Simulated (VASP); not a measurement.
Crystal: WF.

```
W F
1.0
     3.41991   -3.92228    0.00000
     3.41991    3.92228    0.00000
     0.00000    0.00000    4.61585
W F
4 4
Direct
  0.08980 0.42313 0.25000
  0.57687 0.91020 0.25000
  0.91020 0.57687 0.75000
  0.42313 0.08980 0.75000
  0.87500 0.12500 0.00000
  0.12500 0.87500 0.00000
  0.87500 0.12500 0.50000
  0.12500 0.87500 0.50000
```

The cell was built from a structure type or drawn by symmetry, and may not be a known phase.

| Quantity | Value |
| --- | --- |
| Program | VASP 6.6.1 |
| Task | relaxation of cell and atoms |
| Functional | PBE |
| Potentials or basis | VASP PAW PBE potentials, release 64 (W_sv, F) |
| Cutoff | 600 eV |
| k mesh | 4 × 4 × 4 |
| Occupations | gaussian, width 0.1 eV |
| Spin | no spin polarisation |

At the start: pressure -0.9 GPa; volume 15.48 Å³/atom.

Task: How do energy, volume and symmetry change on relaxing?

Result: Over 48 steps the energy falls by 1366.2 meV/atom and the volume is 13.01 Å³/atom (-16.0 %); space group Cmcm (No. 63, to 0.1 Å) before and after.

The path:
```tsv
step	energy change (eV)	largest force (eV/Å)	pressure (GPa)	volume (Å³)
1	0.0000	2.6583	-0.93	123.83
3	-1.3446	1.7889	0.59	121.49
5	-1.8598	0.8183	-8.35	125.47
7	-2.8919	1.0743	4.45	115.15
9	-3.2043	2.2495	11.62	111.91
11	-3.8857	5.0403	22.91	107.85
13	-3.9549	7.8765	32.46	103.84
15	-5.6984	4.7025	15.39	108.32
17	-6.5018	1.4279	-3.26	113.73
19	-6.8088	1.2079	-2.03	112.32
21	-7.3505	0.8328	7.33	106.05
23	-7.6394	1.3751	-1.88	109.65
25	-8.6354	2.1847	-5.65	111.40
27	-8.8067	3.0011	-7.69	112.01
29	-9.8108	3.4338	-4.56	109.17
31	-9.9496	3.5321	-3.61	108.19
33	-10.4689	2.1618	-0.14	106.10
35	-10.6098	0.9177	2.48	105.24
37	-10.7484	0.4595	-4.55	107.57
39	-10.8578	0.4172	1.81	104.13
41	-10.8870	0.4335	0.52	103.93
43	-10.9202	0.2227	-1.46	104.56
45	-10.9275	0.1420	0.45	103.83
47	-10.9290	0.0268	0.04	103.98
48	-10.9298	0.0160	0.02	104.07
```

Final structure:
```xyz
8
Lattice="4.8580 -2.2806 0.0000 4.8580 2.2806 0.0000 0.0000 0.0000 4.6967" Properties=species:S:1:pos:R:3 pbc="T T T"
W     3.1289    0.7644    1.1742
W     6.5872    0.7644    1.1742
W     6.5872   -0.7644    3.5225
W     3.1289   -0.7644    3.5225
F     4.8580   -1.1425    4.6573
F     4.8580    1.1425    0.0394
F     4.8580   -1.1425    2.3878
F     4.8580    1.1425    2.3089
```

Caveat: the volume moved by over 15 % at a fixed basis, so the end points are rough.
